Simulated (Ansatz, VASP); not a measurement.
# Two plane-wave programs on As

INCAR

```
SYSTEM = As
  PREC = Accurate
  ENCUT = 520
  EDIFF = 1E-7
  ISMEAR = 0
  SIGMA = 0.02
  LREAL = .False.
  LASPH = .True.
  NELM = 100
  ALGO = Normal
  ISIF = 2
  LWAVE = .False.
  LCHARG = .False.
  LDIPOL = .True.
  IDIPOL = 3
  DIPOL = 0.5 0.5 0.500
  GGA = PE
  NBANDS = 12
```

Contents of KPOINTS:

```
regular mesh
0
Gamma
  9 9 1
  0 0 0
```

The input POSCAR:

```
As
1.0
    3.3810000000      0.0000000000      0.0000000000
   -1.6905000000      2.9280318902      0.0000000000
    0.0000000000      0.0000000000     28.0000000000
As
2
Direct
    0.3333333333      0.6666666667      0.5159642857
    0.6666666667      0.3333333333      0.4840357143
```

Input for Ansatz:

```yaml
crystal:
  lattice:
    - [3.381, 0.0, 0.0]
    - [-1.6905, 2.9280318902, 0.0]
    - [0.0, 0.0, 28.0]
  atoms:
    - { symbol: As, position: [0.3333333333, 0.6666666667, 0.5159642857] }
    - { symbol: As, position: [0.6666666667, 0.3333333333, 0.4840357143] }
  periodic: [true, true, false]
basis:
  ecutwfc: 420
kpoints:
  mp_grid: { grid: [9, 9, 1] }
hamiltonian:
  xc: pbe
scf:
  occupations: { method: gaussian, width: 0.02 }
output:
  forces: true
  stress: true
  eigenvalues: true
```

Alike in both runs: task single point; functional PBE; k mesh 9 × 9 × 1; occupations gaussian, width 0.02 eV; no spin polarisation.

|  | VASP | Ansatz |
| --- | --- | --- |
| version | VASP 6.6.1 | Ansatz 0.2.0 |
| potentials or method | VASP PAW PBE potentials, release 64 (As), cutoff 520 eV | scalar-relativistic, plane waves, PAW |
| valence electrons in the cell | 10 | 30 |

|  | VASP | Ansatz | Ansatz less VASP |
| --- | --- | --- | --- |
| gap on the k mesh at the Fermi level (eV) | none | none | - |
| rms of the force components (eV/Å) | 4.874 | 4.891 | +0.0169 |

Atom by atom the forces differ by 0.017 eV/Å (rms over components). A gap of «none» marks a metal or a gap that the smearing closes. VASP's potentials hold 10 valence electrons a cell and Ansatz's 30, so a difference there can come from the potentials and not from the codes.
